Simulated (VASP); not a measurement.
# Mg in VASP: notebook

Runs on Mg. Level: PBE. Tasks: single point.

Program: VASP 6.6.1. These are calculated values, not measurements. Logs are shortened: lines on timing, memory, paths and dates and some standing lists are left out, and cuts for length are marked.

## 1. The cell of the first run

The cell holds a slab with vacuum, 17 atoms: a = 6.420 Å, b = 6.420 Å, c = 23.215 Å, α = 90.00°, β = 90.00°, γ = 120.00°.

## 2. Single point, PBE

The input, INCAR:

```
PREC     = Accurate       # precision mode
ENCUT    = 520            # plane-wave cutoff, eV
EDIFF    = 1E-6           # SCF threshold, eV
ISMEAR   = 0              # smearing method
SIGMA    = 0.1            # smearing width, eV
LREAL    = Auto         
LASPH    = T              # aspherical terms in the spheres
NELM     = 60             # most SCF steps
ALGO     = Fast           # electronic algorithm
ISIF     = 2              # what is computed and relaxed
LWAVE    = F              # write WAVECAR
LCHARG   = F              # write CHGCAR
LDIPOL   = T            
IDIPOL   = 3            
DIPOL    = 0.5 0.5 0.354
GGA      = PE             # functional
NBANDS   = 31             # bands
```

The input, KPOINTS:

```
regular mesh
0
Gamma
  6 6 1
```

The input, POSCAR:

```
Mg
1.0
    6.4201385733      0.0000000000      0.0000000000
   -3.2100692866      5.5600031003      0.0000000000
    0.0000000000      0.0000000000     23.2147784448
Mg
17
Direct
    0.3333333333      0.1666666667      0.1723040351
    0.3333333333      0.6666666667      0.1723040351
    0.8333333333      0.1666666667      0.1723040351
    0.8333333333      0.6666666667      0.1723040351
    0.1666666667      0.3333333334      0.2829644269
    0.1666666667      0.8333333334      0.2829644269
    0.6666666667      0.3333333334      0.2829644269
    0.6666666667      0.8333333334      0.2829644269
    0.3333333333      0.1666666667      0.3920793236
    0.3333333333      0.6666666667      0.3920793236
    0.8333333333      0.1666666667      0.3920793236
    0.8333333333      0.6666666667      0.3920793236
    0.1666666667      0.3333333334      0.5046258991
    0.1666666667      0.8333333334      0.5046258991
    0.6666666667      0.3333333334      0.5046258991
    0.6666666667      0.8333333334      0.5046258991
    0.1666666667      0.5833333334      0.6142029527
```

Potentials or basis: VASP PAW PBE potentials, release 64 (Mg).

The run is started by

```console
> cat potpaw_PBE.64/Mg/POTCAR > POTCAR
> mpirun -np 1 vasp_std > vasp.out
```

OUTCAR:

```text
PREC = Accurate
   ENCUT = 520
   EDIFF = 1E-6
   ISMEAR = 0
   LREAL = Auto
   LASPH = T
   NELM = 60
   ISIF = 2
   GGA = PE

 ion  position               nearest neighbor table
   1  0.333  0.167  0.172-   5 3.17   6 3.17   7 3.17   2 3.21   2 3.21   3 3.21   3 3.21   4 3.21
                             4 3.21
   2  0.333  0.667  0.172-   6 3.17   5 3.17   8 3.17   1 3.21   1 3.21   4 3.21   4 3.21   3 3.21
                             3 3.21
   3  0.833  0.167  0.172-   7 3.17   8 3.17   5 3.17   4 3.21   4 3.21   1 3.21   1 3.21   2 3.21
                             2 3.21
   4  0.833  0.667  0.172-   8 3.17   7 3.17   6 3.17   3 3.21   3 3.21   2 3.21   2 3.21   1 3.21
                             1 3.21
   5  0.167  0.333  0.283-   9 3.14  10 3.14  11 3.14   1 3.17   2 3.17   3 3.17   6 3.21   6 3.21
                             7 3.21   7 3.21   8 3.21   8 3.21
   6  0.167  0.833  0.283-  10 3.14   9 3.14  12 3.14   2 3.17   1 3.17   4 3.17   5 3.21   5 3.21
                             8 3.21   8 3.21   7 3.21   7 3.21
   7  0.667  0.333  0.283-  11 3.14  12 3.14   9 3.14   3 3.17   4 3.17   1 3.17   8 3.21   8 3.21
                             5 3.21   5 3.21   6 3.21   6 3.21
   8  0.667  0.833  0.283-  12 3.14  11 3.14  10 3.14   4 3.17   3 3.17   2 3.17   7 3.21   7 3.21
                             6 3.21   6 3.21   5 3.21   5 3.21
   9  0.333  0.167  0.392-   5 3.14   6 3.14   7 3.14  13 3.20  14 3.20  15 3.20  10 3.21  10 3.21
                            11 3.21  11 3.21  12 3.21  12 3.21
  10  0.333  0.667  0.392-   6 3.14   5 3.14   8 3.14  14 3.20  13 3.20  16 3.20   9 3.21   9 3.21
                            12 3.21  12 3.21  11 3.21  11 3.21
  11  0.833  0.167  0.392-   7 3.14   8 3.14   5 3.14  15 3.20  16 3.20  13 3.20  12 3.21  12 3.21
                             9 3.21   9 3.21  10 3.21  10 3.21
  12  0.833  0.667  0.392-   8 3.14   7 3.14   6 3.14  16 3.20  15 3.20  14 3.20  11 3.21  11 3.21
                            10 3.21  10 3.21   9 3.21   9 3.21
  13  0.167  0.333  0.505-  17 3.01   9 3.20  10 3.20  11 3.20  14 3.21  14 3.21  15 3.21  15 3.21
                            16 3.21  16 3.21
  14  0.167  0.833  0.505-  17 3.01  10 3.20   9 3.20  12 3.20  13 3.21  13 3.21  16 3.21  16 3.21
                            15 3.21  15 3.21
  15  0.667  0.333  0.505-  11 3.20  12 3.20   9 3.20  16 3.21  16 3.21  13 3.21  13 3.21  14 3.21
                            14 3.21
  16  0.667  0.833  0.505-  12 3.20  11 3.20  10 3.20  15 3.21  15 3.21  14 3.21  14 3.21  13 3.21
                            13 3.21
  17  0.167  0.583  0.614-  13 3.01  14 3.01

  LATTYP: Found a hexagonal cell.
 ALAT       =     6.4201385733
 C/A-ratio  =     3.6159310550

  Lattice vectors:

 A1 = (   6.4201385733,   0.0000000000,   0.0000000000)
 A2 = (  -3.2100692866,   5.5600031003,   0.0000000000)
 A3 = (   0.0000000000,   0.0000000000,  23.2147784448)

Analysis of symmetry for initial positions (statically):
=====================================================================
 Subroutine PRICEL returns:
 Original cell was already a primitive cell.

 Routine SETGRP: Setting up the symmetry group for a
 hexagonal supercell.

 Subroutine GETGRP returns: Found  2 space group operations
 (whereof  2 operations were pure point group operations)
 out of a pool of 24 trial point group operations.

The static configuration has the point symmetry C_1h.

Analysis of symmetry for dynamics (positions and initial velocities):
=====================================================================
 Subroutine PRICEL returns:
 Original cell was already a primitive cell.

 Routine SETGRP: Setting up the symmetry group for a
 hexagonal supercell.

 Subroutine GETGRP returns: Found  2 space group operations
 (whereof  2 operations were pure point group operations)
 out of a pool of 24 trial point group operations.

The dynamic configuration has the point symmetry C_1h.

 Subroutine INISYM returns: Found  2 space group operations
 (whereof  2 operations are pure point group operations),
 and found     1 'primitive' translations

----------------------------------------------------------------------------------------

                                     Primitive cell

  volume of cell :     828.6745

  direct lattice vectors                    reciprocal lattice vectors
     6.420138573  0.000000000  0.000000000     0.155759878  0.089928007  0.000000000
    -3.210069287  5.560003100  0.000000000     0.000000000  0.179856015  0.000000000
     0.000000000  0.000000000 23.214778445     0.000000000  0.000000000  0.043076009

  length of vectors
     6.420138573  6.420138573 23.214778445     0.179856015  0.179856015  0.043076009

  position of ions in fractional coordinates (direct lattice)
     0.333333333  0.166666667  0.172304035
     0.333333333  0.666666667  0.172304035
     0.833333333  0.166666667  0.172304035
     0.833333333  0.666666667  0.172304035
[... 81 lines left out ...]
   IBRION =     -1    ionic relax: 0-MD 1-quasi-New 2-CG
   NFREE  =      0    steps in history (QN), initial steepest desc. (CG)
   ISIF   =      2    stress and relaxation
   ISYM   =      2    0-nonsym 1-usesym 2-fastsym
   POTIM  = 0.5000    time-step for ionic-motion
   TEBEG  =    0.0;   TEEND  =   0.0 temperature during run
   PSTRESS=    0.0 pullay stress
   NELECT =      34.0000    total number of electrons
   NUPDOWN=      -1.0000    fix difference up-down
   EMIN   =  10.00;   EMAX   =-10.00  energy-range for DOS
   EFERMI =   0.00;   METHOD = LEGACY
   ISMEAR =     0;   SIGMA  =   0.10  broadening in eV -4-tet -1-fermi 0-gaus
   EFERMI_NEDOS =   21; number of points for ismear=-14 and -15
   IALGO  =     68    algorithm
   IMIX   =      4    mixing-type and parameters
     AMIX     =   0.40;   BMIX     =  1.00
     AMIX_MAG =   1.60;   BMIX_MAG =  1.00
  volume/ion in A,a.u.               =      48.75       328.95
  Fermi-wavevector in a.u.,A,eV,Ry     =   0.564642  1.067019  4.337817  0.318821
  Thomas-Fermi vector in A             =   1.602288
   LORBIT       =      0    0 simple, 1 ext, 2 COOP (PROOUT), +10 PAW based schemes
   GGA     = PE    functional components
   LHFCALC =     F    Hartree Fock is set to
   AEXX    =    0.0000 exact exchange contribution
   IVDW    =     0    specifies the selected vdW correction
   LEPSILON=     F    determine dielectric tensor
   LRPA    =     F    only Hartree local field effects (RPA)
 non-spin polarized calculation
 RMM-DIIS sequential band-by-band and
 Gauss-broadening in eV      SIGMA  =   0.10
  energy-cutoff  :      520.00
  volume of cell :      828.67
 maximum number of plane-waves:     22340
   NGX = 23   NGY = 23   NGZ = 87

 dipolmoment           0.000000      0.000000      0.257698 electrons x Angstroem

 number of electron      34.0000000 magnetization

 dipolmoment           0.000000      0.000000     -0.078040 electrons x Angstroem

 Free energy of the ion-electron system (eV)
  ---------------------------------------------------
  ext. energy  EPLUGINS =         0.00000000
  ---------------------------------------------------
  free energy    TOTEN  =       -22.11053971 eV

  energy without entropy =      -22.03303947  energy(sigma->0) =      -22.07178959

 E-fermi :  -0.5583     XC(G=0):  -4.8950

 val. band max:       -0.5806487265   @ k =   0.3333   0.0000   0.0000
 cond. band min:      -0.5575329474   @ k =  -0.1667   0.5000   0.0000
 fundamental gap:      0.0231157792
 Fermi energy:        -0.5583460276

 k-point     1 :       0.0000    0.0000    0.0000
  band No.  band energies     occupation
      1      -7.1963      2.00000
      2      -6.4112      2.00000
      3      -5.2244      2.00000
      4      -3.6962      2.00000
      5      -2.5188      2.00000
      6      -2.4630      2.00000
[... 21 lines left out ...]
     28       1.0866      0.00000
     29       1.3313      0.00000
[... 353 lines left out ...]
 k-point    13 :       0.3333    0.3333    0.0000
  band No.  band energies     occupation
      1      -5.6097      2.00000
      2      -5.5793      2.00000
      3      -5.5755      2.00000
      4      -4.9153      2.00000
      5      -4.7703      2.00000
      6      -4.7691      2.00000
[... 21 lines left out ...]
     28       1.9870      0.00000
     29       2.4958      0.00000
 [bands above 29 left out]

------------------------ aborting loop because EDIFF is reached ----------------------------------------

 vacuum level on the upper side and lower side of the slab       (xc-potential included)        -0.583        -0.084

  FORCE on cell =-STRESS in cart. coord.  units (eV):
  Direction    XX          YY          ZZ          XY          YZ          ZX
  --------------------------------------------------------------------------------------
  -------------------------------------------------------------------------------------
  Total       -3.9294823     -3.3875440      1.0121716     -0.4693323     -0.0286245     -0.0495791
  in kB       -7.5973466     -6.5495514      1.9569547     -0.9074172     -0.0553432     -0.0958572
  external PRESSURE =      -4.0633144 kB  Pullay stress =       0.0000000 kB

 VOLUME and BASIS-vectors are now :
 -----------------------------------------------------------------------------
  energy-cutoff  :      520.00
  volume of cell :      828.67
      direct lattice vectors                 reciprocal lattice vectors
     6.420138573  0.000000000  0.000000000     0.155759878  0.089928007  0.000000000
    -3.210069287  5.560003100  0.000000000     0.000000000  0.179856015  0.000000000
     0.000000000  0.000000000 23.214778445     0.000000000  0.000000000  0.043076009

 POSITION                                       TOTAL-FORCE (eV/Angst)
 -----------------------------------------------------------------------------------
      1.60503      0.92667      4.00000         0.003528      0.002037     -0.055065
     -0.00000      3.70667      4.00000        -0.023816     -0.013750     -0.049238
      4.81510      0.92667      4.00000         0.000752      0.025499     -0.053271
      3.21007      3.70667      4.00000         0.022459     -0.012098     -0.053271
      0.00000      1.85333      6.56896        -0.002375      0.000419      0.000269
     -1.60503      4.63334      6.56896        -0.000825     -0.002266      0.000269
[... 9 lines left out ...]
      1.60503      4.63334     11.71478        -0.023505     -0.013571      0.104862
     -0.80252      3.24334     14.25859        -0.006072     -0.003506     -0.004159
 -----------------------------------------------------------------------------------
    total drift:                                0.000030      0.000017      0.007819

  FREE ENERGIE OF THE ION-ELECTRON SYSTEM (eV)
  ---------------------------------------------------
  free  energy   TOTEN  =       -22.1105397056 eV

  energy  without entropy=      -22.0330394653  energy(sigma->0) =      -22.07178959

 vacuum level on the upper side and lower side of the slab         2.378         2.890
```

Wall time 22 min (1 thread of Oxide Virtual Turin-like, shared host); peak memory 0.84 GiB.

Results:

```yaml
Free_energy: -22.1105 eV
Largest_force: 0.239 eV/Å
Band_gap_on_the_k_mesh: zero (bands 17 and 18 overlap by 0.69 eV)
```

Forces in eV/Å, atoms in the order of the input:
```
Mg   0.004  0.002 -0.055
Mg  -0.024 -0.014 -0.049
Mg   0.001  0.025 -0.053
Mg   0.022 -0.012 -0.053
Mg  -0.002  0.000  0.000
Mg  -0.001 -0.002  0.000
Mg   0.002  0.001 -0.026
Mg  -0.003 -0.002 -0.049
Mg   0.010  0.006  0.057
Mg   0.003  0.002  0.127
Mg   0.002 -0.005  0.093
Mg  -0.004  0.005  0.093
Mg   0.101 -0.157 -0.149
Mg  -0.085  0.166 -0.149
Mg   0.003  0.002  0.113
Mg  -0.024 -0.014  0.105
Mg  -0.006 -0.004 -0.004
```

## 3. Single point, PBE

The input, INCAR:

```
PREC = Accurate ; ENCUT = 520
EDIFF = 1E-6 ; ISMEAR = 0
SIGMA = 0.1 ; LREAL = Auto
LASPH = True ; NELM = 60
ALGO = Fast ; ISIF = 2
LWAVE = False ; LCHARG = False
LDIPOL = True ; IDIPOL = 3
DIPOL = 0.5 0.5 0.355 ; GGA = PE
NBANDS = 31
```

KPOINTS is that of step 2.

The input, POSCAR:

```
Mg
1.0
    6.4201385733      0.0000000000      0.0000000000
   -3.2100692866      5.5600031003      0.0000000000
    0.0000000000      0.0000000000     23.2147784448
Mg
17
Direct
    0.3333333333      0.1666666667      0.1723040351
    0.3333333333      0.6666666667      0.1723040351
    0.8333333334      0.1666666667      0.1723040351
    0.8333333333      0.6666666667      0.1723040351
    0.1666666667      0.3333333333      0.2829644269
    0.1666666667      0.8333333333      0.2829644269
    0.6666666666      0.3333333333      0.2829644269
    0.6666666666      0.8333333333      0.2829644269
    0.3333333333      0.1666666667      0.3920793236
    0.3333333333      0.6666666667      0.3920793236
    0.8333333334      0.1666666667      0.3920793236
    0.8333333333      0.6666666667      0.3920793236
    0.1666666667      0.3333333333      0.5046258991
    0.1666666667      0.8333333333      0.5046258991
    0.6666666666      0.3333333333      0.5046258991
    0.6666666666      0.8333333333      0.5046258991
    0.2500000000      0.5000000000      0.6232428533
```

Potentials or basis: VASP PAW PBE potentials, release 64 (Mg).

The run is started by

```console
> cat potpaw_PBE.64/Mg/POTCAR > POTCAR
> mpirun -np 1 vasp_std > vasp.out
```

Run time: 23 min. Hardware: 1 thread of Oxide Virtual Turin-like, shared host; peak memory 0.83 GiB.

It converged, with:

| Quantity | Value |
| --- | --- |
| Free energy | -22.0320 eV |
| Largest force | 0.335 eV/Å |
| Band gap on the k mesh | zero (bands 17 and 18 overlap by 0.82 eV) |

Forces in eV/Å, atoms in the order of the input:
```
Mg  -0.006  0.016 -0.074
Mg   0.000 -0.022 -0.065
Mg   0.006  0.016 -0.074
Mg   0.000 -0.010 -0.064
Mg   0.000  0.001  0.004
Mg  -0.003 -0.003 -0.025
Mg   0.000  0.008 -0.028
Mg   0.003 -0.003 -0.025
Mg   0.015 -0.007  0.078
Mg   0.000  0.015  0.121
Mg  -0.015 -0.007  0.078
Mg   0.000  0.008  0.074
Mg   0.000 -0.160 -0.295
Mg   0.006  0.006  0.096
Mg   0.000  0.001  0.103
Mg  -0.006  0.006  0.096
Mg   0.000  0.136  0.000
```

Levels at points of the mesh, in eV from the Fermi level:
| k point | band 12 | band 13 | band 14 | band 15 | band 16 | band 17 | band 18 | band 19 | band 20 | band 21 |
| --- | --- | --- | --- | --- | --- | --- | --- | --- | --- | --- |
| (0.00, 0.00, 0.00) | -1.19 | -1.17 | -1.15 | -1.11 | -1.10 | -1.10 | -0.39 | 0.07 | 0.09 | 0.17 |
| (0.50, 0.00, 0.00) | -1.61 | -1.12 | -1.08 | -0.78 | -0.04 | 0.42 | 0.44 | 0.54 | 1.50 | 1.51 |
| (0.00, 0.50, 0.00) | -1.61 | -1.12 | -1.08 | -0.77 | -0.05 | 0.42 | 0.44 | 0.54 | 1.49 | 1.51 |

## 4. Single point, PBE

The input, INCAR:

```
SYSTEM = Mg
  ALGO = Fast
  DIPOL = 0.5 0.5 0.355
  EDIFF = 1E-6
  ENCUT = 520
  GGA = PE
  IDIPOL = 3
  ISIF = 2
  ISMEAR = 0
  LASPH = .TRUE.
  LCHARG = .TRUE.
  LDIPOL = .TRUE.
  LELF = .TRUE.
  LREAL = Auto
  LVACPOTAV = .TRUE.
  LVHAR = .TRUE.
  LWAVE = .FALSE.
  NBANDS = 31
  NELM = 60
  PREC = Accurate
  SIGMA = 0.1
```

The input, KPOINTS:

```
k-points
0
G
  6 6 1
  0 0 0
```

The input, POSCAR:

```
Mg
1.0
    6.4201385733      0.0000000000      0.0000000000
   -3.2100692866      5.5600031003      0.0000000000
    0.0000000000      0.0000000000     23.2147784448
Mg
17
Direct
    0.3333333333      0.1666666667      0.1723040351
    0.3333333333      0.6666666667      0.1723040351
    0.8333333333      0.1666666667      0.1723040351
    0.8333333333      0.6666666667      0.1723040351
    0.1666666667      0.3333333334      0.2829644269
    0.1666666667      0.8333333334      0.2829644269
    0.6666666667      0.3333333334      0.2829644269
    0.6666666667      0.8333333333      0.2829644269
    0.3333333333      0.1666666667      0.3920793236
    0.3333333333      0.6666666667      0.3920793236
    0.8333333333      0.1666666667      0.3920793236
    0.8333333333      0.6666666667      0.3920793236
    0.1666666667      0.3333333334      0.5046258991
    0.1666666667      0.8333333334      0.5046258991
    0.6666666667      0.3333333334      0.5046258991
    0.6666666667      0.8333333333      0.5046258991
    0.3333333333      0.4166666666      0.6232428533
```

The run is started by

```console
> cat potpaw_PBE.64/Mg/POTCAR > POTCAR
> mpirun -np 1 vasp_std > vasp.out
```

It took 24 min on 1 thread of Oxide Virtual Turin-like, shared host; peak memory 0.84 GiB.

Results (log left out):

```yaml
Free_energy: -22.0355 eV
Largest_force: 0.337 eV/Å
Band_gap_on_the_k_mesh: zero (bands 17 and 18 overlap by 0.82 eV)
```

Forces in eV/Å, atoms in the order of the input:
```
Mg  -0.013  0.021 -0.071
Mg   0.012 -0.022 -0.071
Mg   0.009  0.005 -0.073
Mg  -0.011 -0.007 -0.064
Mg  -0.001  0.000  0.006
Mg  -0.003 -0.002 -0.045
Mg   0.002  0.007 -0.016
Mg   0.007 -0.002 -0.016
Mg   0.011 -0.008  0.107
Mg  -0.001  0.014  0.107
Mg  -0.017 -0.010  0.057
Mg   0.004  0.002  0.078
Mg  -0.141 -0.082 -0.295
Mg   0.011  0.006  0.098
Mg   0.006 -0.005  0.100
Mg  -0.001  0.008  0.100
Mg   0.125  0.072 -0.002
```

Levels at points of the mesh, in eV from the Fermi level:
```tsv
k point	band 14	band 15	band 16	band 17	band 18	band 19
(0.00, 0.00, 0.00)	-1.15	-1.12	-1.11	-1.10	-0.40	0.09
(0.50, 0.00, 0.00)	-1.08	-0.78	-0.05	0.42	0.44	0.55
(0.00, 0.50, 0.00)	-1.08	-0.78	-0.04	0.42	0.44	0.54
```

## 5. Summary

| cell | gap on the mesh (eV) | largest force (eV/Å) |
| --- | --- | --- |
| as given, atomic positions A | none | 0.24 |
| as given, atomic positions B | none | 0.34 |
| as given, atomic positions C | none | 0.34 |

Alike in all rows: task single point; level PBE; potentials or basis VASP PAW PBE potentials, release 64 (Mg); no spin polarisation; k mesh 6 × 6 × 1; cutoff (eV) 520; smearing gaussian 0.1 eV.

Total energies depend on the potentials used, so only differences within one code and one set of settings carry meaning.

The gap in the log of VASP goes by the Fermi energy; the results here count the filled bands.